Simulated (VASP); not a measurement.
# MgB2 (P6/mmm) in VASP: notebook

Aim: see how the results for MgB2 move with the level of theory and the settings. Levels: LDA, r2SCAN. Tasks: single point.

Program: VASP 6.6.1. These are calculated values, not measurements. Logs are shortened: lines on timing, memory, paths and dates and some standing lists are left out, and cuts for length are marked.

### Step 1. The cell of the first run

The structure is hexagonal, space group P6/mmm (No. 191). Conventional cell: a = 3.146 Å, b = 3.146 Å, c = 3.592 Å, α = 90.00°, β = 90.00°, γ = 120.00°. Mg (site symmetry 6/mmm) has 12 B at 2.55 Å and 6 Mg at 3.15 Å within 3.4 Å. B (site symmetry -6m2) has 3 B at 1.82 Å within 2.4 Å.

### Step 2. Single point, LDA (volume scaled by 1.06)

INCAR

```
  PREC = Accurate
  ENCUT = 520
  EDIFF = 1E-6
  ISMEAR = -1
  SIGMA = 0.05
  LREAL = False
  LASPH = True
  NELM = 60
  ALGO = Normal
  ISIF = 2
  LWAVE = False
  LCHARG = False
  GGA = CA
  NBANDS = 11
```

KPOINTS

```
regular mesh
0
Gamma
  10 10 8
```

POSCAR

```
MgB2
1.0
    3.1455055572      0.0000000000      0.0000000000
   -1.5727527786      2.7240877203      0.0000000000
    0.0000000000      0.0000000000      3.5920959734
Mg B
1 2
Direct
    0.0000000000      0.0000000000      0.0000000000
    0.6666666667      0.3333333333      0.5000000000
    0.3333333333      0.6666666667      0.5000000000
```

Potentials or basis: VASP PAW LDA potentials, release 64 (Mg, B).

The run is started by

```bash
> cat potpaw_LDA.64/Mg/POTCAR potpaw_LDA.64/B/POTCAR > POTCAR
> mpirun -np 1 vasp_std > vasp.out
```

OUTCAR:

```text
PREC = Accurate
   ENCUT = 520
   EDIFF = 1E-6
   ISMEAR = -1
   LREAL = False
   LASPH = True
   NELM = 60
   ISIF = 2
   GGA = CA

 ion  position               nearest neighbor table
   1  0.000  0.000  0.000-   2 2.55   3 2.55   2 2.55   3 2.55   2 2.55   2 2.55   3 2.55   3 2.55
                             2 2.55   2 2.55   3 2.55   3 2.55
   2  0.667  0.333  0.500-   3 1.82   3 1.82   3 1.82   1 2.55   1 2.55   1 2.55   1 2.55   1 2.55
                             1 2.55
   3  0.333  0.667  0.500-   2 1.82   2 1.82   2 1.82   1 2.55   1 2.55   1 2.55   1 2.55   1 2.55
                             1 2.55

  LATTYP: Found a hexagonal cell.
 ALAT       =     3.1455055572
 C/A-ratio  =     1.1419773096

  Lattice vectors:

 A1 = (   3.1455055572,   0.0000000000,   0.0000000000)
 A2 = (  -1.5727527786,   2.7240877203,   0.0000000000)
 A3 = (   0.0000000000,   0.0000000000,   3.5920959734)

Analysis of symmetry for initial positions (statically):
=====================================================================
 Subroutine PRICEL returns:
 Original cell was already a primitive cell.

 Routine SETGRP: Setting up the symmetry group for a
 hexagonal supercell.

 Subroutine GETGRP returns: Found 24 space group operations
 (whereof 24 operations were pure point group operations)
 out of a pool of 24 trial point group operations.

The static configuration has the point symmetry D_6h.

Analysis of symmetry for dynamics (positions and initial velocities):
=====================================================================
 Subroutine PRICEL returns:
 Original cell was already a primitive cell.

 Routine SETGRP: Setting up the symmetry group for a
 hexagonal supercell.

 Subroutine GETGRP returns: Found 24 space group operations
 (whereof 24 operations were pure point group operations)
 out of a pool of 24 trial point group operations.

The dynamic configuration has the point symmetry D_6h.

 Subroutine INISYM returns: Found 24 space group operations
 (whereof 24 operations are pure point group operations),
 and found     1 'primitive' translations

----------------------------------------------------------------------------------------

                                     Primitive cell

  volume of cell :      30.7794

  direct lattice vectors                    reciprocal lattice vectors
     3.145505557  0.000000000  0.000000000     0.317913919  0.183547687  0.000000000
    -1.572752779  2.724087720  0.000000000     0.000000000  0.367095374  0.000000000
[... 92 lines left out ...]
   NFREE  =      0    steps in history (QN), initial steepest desc. (CG)
   ISIF   =      2    stress and relaxation
   ISYM   =      2    0-nonsym 1-usesym 2-fastsym
   POTIM  = 0.5000    time-step for ionic-motion
   TEBEG  =    0.0;   TEEND  =   0.0 temperature during run
   PSTRESS=    0.0 pullay stress
   NELECT =       8.0000    total number of electrons
   NUPDOWN=      -1.0000    fix difference up-down
   EMIN   =  10.00;   EMAX   =-10.00  energy-range for DOS
   EFERMI =   0.00;   METHOD = LEGACY
   ISMEAR =    -1;   SIGMA  =   0.05  broadening in eV -4-tet -1-fermi 0-gaus
   EFERMI_NEDOS =   21; number of points for ismear=-14 and -15
   IALGO  =     38    algorithm
   IMIX   =      4    mixing-type and parameters
     AMIX     =   0.40;   BMIX     =  1.00
     AMIX_MAG =   1.60;   BMIX_MAG =  1.00
  volume/ion in A,a.u.               =      10.26        69.24
  Fermi-wavevector in a.u.,A,eV,Ry     =   1.044764  1.974318 14.851201  1.091532
  Thomas-Fermi vector in A             =   2.179531
   LORBIT       =      0    0 simple, 1 ext, 2 COOP (PROOUT), +10 PAW based schemes
   GGA     = CA    functional components
   LHFCALC =     F    Hartree Fock is set to
   AEXX    =    0.0000 exact exchange contribution
   IVDW    =     0    specifies the selected vdW correction
   LEPSILON=     F    determine dielectric tensor
   LRPA    =     F    only Hartree local field effects (RPA)
 non-spin polarized calculation
  energy-cutoff  :      520.00
  volume of cell :       30.78
 maximum number of plane-waves:       844
 NGX is ok and might be reduce to    24
   NGX = 11   NGY = 11   NGZ = 13

 number of electron       8.0000000 magnetization

 Free energy of the ion-electron system (eV)
  ---------------------------------------------------
  ext. energy  EPLUGINS =         0.00000000
  ---------------------------------------------------
  free energy    TOTEN  =       -17.12032755 eV

  energy without entropy =      -17.11437305  energy(sigma->0) =      -17.11735030

 E-fermi :   4.8473     XC(G=0): -10.8646

 val. band max:        4.8146289771   @ k =   0.4000   0.2000   0.1250
 cond. band min:       4.8816655246   @ k =   0.3000   0.2000   0.0000
 fundamental gap:      0.0670365475
 Fermi energy:         4.8473167386

 k-point     1 :       0.0000    0.0000    0.0000
  band No.  band energies     occupation
      1      -7.1333      2.00000
      2       1.9985      2.00000
      3       5.1380      0.00595
      4       5.1380      0.00595
      5       6.2996      0.00000
      6      10.8328      0.00000
      7      10.8328      0.00000
      8      12.3967      0.00000
      9      14.1327      0.00000
     10      16.7213      0.00000
     11      20.2815      0.00000
[... 309 lines left out ...]
 k-point    24 :       0.4000    0.1000    0.1250
  band No.  band energies     occupation
      1      -3.6647      2.00000
      2      -1.9664      2.00000
      3       2.1017      2.00000
      4       4.1847      2.00000
      5       6.9147      0.00000
      6       9.7718      0.00000
      7      10.7555      0.00000
      8      12.4511      0.00000
      9      14.4160      0.00000
     10      17.3668      0.00000
     11      18.3605      0.00000

 [... further k-points ...]
[... 5 lines left out ...]
  --------------------------------------------------------------------------------------
  -------------------------------------------------------------------------------------
  Total       -3.1447577     -3.1447577     -2.4402087      0.0000000      0.0000000      0.0000000
  in kB     -163.6960870   -163.6960870   -127.0217469      0.0000000      0.0000000      0.0000000
  external PRESSURE =    -151.4713070 kB  Pullay stress =       0.0000000 kB

 VOLUME and BASIS-vectors are now :
 -----------------------------------------------------------------------------
  energy-cutoff  :      520.00
  volume of cell :       30.78
      direct lattice vectors                 reciprocal lattice vectors
     3.145505557  0.000000000  0.000000000     0.317913919  0.183547687  0.000000000
    -1.572752779  2.724087720  0.000000000     0.000000000  0.367095374  0.000000000
     0.000000000  0.000000000  3.592095973     0.000000000  0.000000000  0.278388998

 POSITION                                       TOTAL-FORCE (eV/Angst)
 -----------------------------------------------------------------------------------
      0.00000      0.00000      0.00000        -0.000000      0.000000      0.000000
      1.57275      0.90803      1.79605         0.000000     -0.000000      0.000000
     -0.00000      1.81606      1.79605        -0.000000      0.000000      0.000000
 -----------------------------------------------------------------------------------
    total drift:                                0.000000     -0.000000      0.000000

  FREE ENERGIE OF THE ION-ELECTRON SYSTEM (eV)
  ---------------------------------------------------
  free  energy   TOTEN  =       -17.1203275462 eV

  energy  without entropy=      -17.1143730519  energy(sigma->0) =      -17.11735030
```

stdout:

```text
POSCAR found type information on POSCAR MgB
 POSCAR found :  2 types and       3 ions
 scaLAPACK will be used
 LDA part: xc-table for (Slater(with rela. corr.)+CA(PZ))
 , standard interpolation
 POSCAR, INCAR and KPOINTS ok, starting setup
 FFT: planning ... GRIDC
 FFT: planning ... GRID_SOFT
 FFT: planning ... GRID
 WAVECAR not read
 entering main loop
```

Wall time 12 s (1 thread of AMD EPYC 7R13, shared host); peak memory 0.15 GiB.

Results:

```
Free energy            : -17.1203 eV
Pressure               : -15.1 GPa
Band gap on the k mesh : zero (band 4 reaches 5.91 eV, above the bottom of band 5 at 3.51 eV)
```

Caveat: the cell differs from its parent crystal (volume scaled by 1.06).

### Step 3. Single point, r2SCAN

This run uses another cell than the first one, of 9.68 Å³/atom, 0.943 times its volume.

POSCAR

```
MgB2
1.0
    3.0850000000      0.0000000000      0.0000000000
   -1.5425000000      2.6716883707      0.0000000000
    0.0000000000      0.0000000000      3.5230000000
Mg B
1 2
Direct
    0.0000000000      0.0000000000      0.0000000000
    0.6666666667      0.3333333333      0.5000000000
    0.3333333333      0.6666666667      0.5000000000
```

INCAR.step1

```
SYSTEM = MgB2
PREC = Accurate
ENCUT = 660
ISMEAR = -1
SIGMA = 0.05
LREAL = .FALSE.
LASPH = .TRUE.
NELM = 120
NBANDS = 15
GGA = PE
ALGO = Normal
EDIFF = 1E-5
LWAVE = .TRUE.
LCHARG = .FALSE.
GGA_COMPAT = .FALSE.
```

INCAR.step2

```
SYSTEM = MgB2
PREC = Accurate
ENCUT = 660
EDIFF = 1E-6
ISMEAR = -1
SIGMA = 0.05
LREAL = .FALSE.
LASPH = .TRUE.
NELM = 120
ALGO = Normal
ISIF = 2
LWAVE = .FALSE.
LCHARG = .FALSE.
METAGGA = R2SCAN
LMIXTAU = .TRUE.
NBANDS = 15
ISTART = 1
GGA_COMPAT = .FALSE.
```

KPOINTS

```
Automatic mesh
0
G
  10 10 8
  0 0 0
```

Potentials or basis: VASP PAW PBE potentials, release 64 (Mg_sv, B).

The run is started by

```bash
> cat potpaw_PBE.64/Mg_sv/POTCAR potpaw_PBE.64/B/POTCAR > POTCAR
> cp INCAR.step1 INCAR
> mpirun -np 1 vasp_std > vasp.out
> cp INCAR.step2 INCAR
> mpirun -np 1 vasp_std > vasp.out
```

OUTCAR:

```text
SYSTEM = MgB2
   PREC = Accurate
   ENCUT = 660
   EDIFF = 1E-6
   ISMEAR = -1
   LREAL = .FALSE.
   LASPH = .TRUE.
   NELM = 120
   ISIF = 2
   METAGGA = R2SCAN
   ISTART = 1

 ion  position               nearest neighbor table
   1  0.000  0.000  0.000-
   2  0.667  0.333  0.500-   3 1.78   3 1.78   3 1.78
   3  0.333  0.667  0.500-   2 1.78   2 1.78   2 1.78

  LATTYP: Found a hexagonal cell.
 ALAT       =     3.0850000000
 C/A-ratio  =     1.1419773096

  Lattice vectors:

 A1 = (   3.0850000000,   0.0000000000,   0.0000000000)
 A2 = (  -1.5425000000,   2.6716883707,   0.0000000000)
 A3 = (   0.0000000000,   0.0000000000,   3.5230000000)

Analysis of symmetry for initial positions (statically):
=====================================================================
 Subroutine PRICEL returns:
 Original cell was already a primitive cell.

 Routine SETGRP: Setting up the symmetry group for a
 hexagonal supercell.

 Subroutine GETGRP returns: Found 24 space group operations
 (whereof 24 operations were pure point group operations)
 out of a pool of 24 trial point group operations.

The static configuration has the point symmetry D_6h.

[... 170 lines left out ...]
  band No.  band energies     occupation
      1     -73.1663      2.00000
      2     -38.2817      2.00000
      3     -38.2817      2.00000
      4     -38.2634      2.00000
      5      -8.0951      2.00000
      6       1.9923      2.00000
      7       5.4998      0.00197
      8       5.4998      0.00197
      9       7.1001      0.00000
     10      11.7396      0.00000
     11      11.7396      0.00000
     12      13.5785      0.00000
     13      15.9062      0.00000
     14      18.9837      0.00000
[... 401 lines left out ...]
      2     -38.3182      2.00000
      3     -38.2930      2.00000
      4     -38.2582      2.00000
      5      -4.3045      2.00000
      6      -2.3826      2.00000
      7       2.1126      2.00000
      8       4.4030      2.00000
      9       7.5102      0.00000
     10      10.6611      0.00000
     11      11.9860      0.00000
     12      14.2085      0.00000
     13      16.0075      0.00000
     14      19.5894      0.00000
     15      20.4138      0.00000

 [... further k-points ...]
[... 5 lines left out ...]
  --------------------------------------------------------------------------------------
  -------------------------------------------------------------------------------------
  Total       -0.4358298     -0.4358298     -0.3658999      0.0000000      0.0000000      0.0000000
  in kB      -24.0477197    -24.0477197    -20.1892079      0.0000000      0.0000000      0.0000000
  external PRESSURE =     -22.7615491 kB  Pullay stress =       0.0000000 kB

 VOLUME and BASIS-vectors are now :
 -----------------------------------------------------------------------------
  energy-cutoff  :      660.00
  volume of cell :       29.04
      direct lattice vectors                 reciprocal lattice vectors
     3.085000000  0.000000000  0.000000000     0.324149109  0.187147575  0.000000000
    -1.542500000  2.671688371  0.000000000     0.000000000  0.374295150  0.000000000
     0.000000000  0.000000000  3.523000000     0.000000000  0.000000000  0.283848992

 POSITION                                       TOTAL-FORCE (eV/Angst)
 -----------------------------------------------------------------------------------
      0.00000      0.00000      0.00000        -0.000000      0.000000     -0.000000
      1.54250      0.89056      1.76150         0.000000     -0.000000      0.000000
     -0.00000      1.78113      1.76150         0.000000      0.000000     -0.000000
 -----------------------------------------------------------------------------------
    total drift:                               -0.000000      0.000000      0.000000

  FREE ENERGIE OF THE ION-ELECTRON SYSTEM (eV)
  ---------------------------------------------------
  free  energy   TOTEN  =       -19.4348045881 eV

  energy  without entropy=      -19.4289541546  energy(sigma->0) =      -19.43187937
```

Run time: 68 s. Hardware: 1 thread of Intel Xeon 6975P-C (Granite Rapids), shared host; peak memory 0.19 GiB.

Results:

* Free energy: -19.4348 eV
* Pressure: -2.3 GPa
* Band gap on the k mesh: zero (band 8 reaches 6.29 eV, above the bottom of band 9 at 3.74 eV)

Stress tensor (GPa, compression positive):
```
-2.40  0.00  0.00
 0.00 -2.40  0.00
 0.00  0.00 -2.02
```

Caveat: the PAW data sets were made with another functional, which shifts forces and pressure a little.
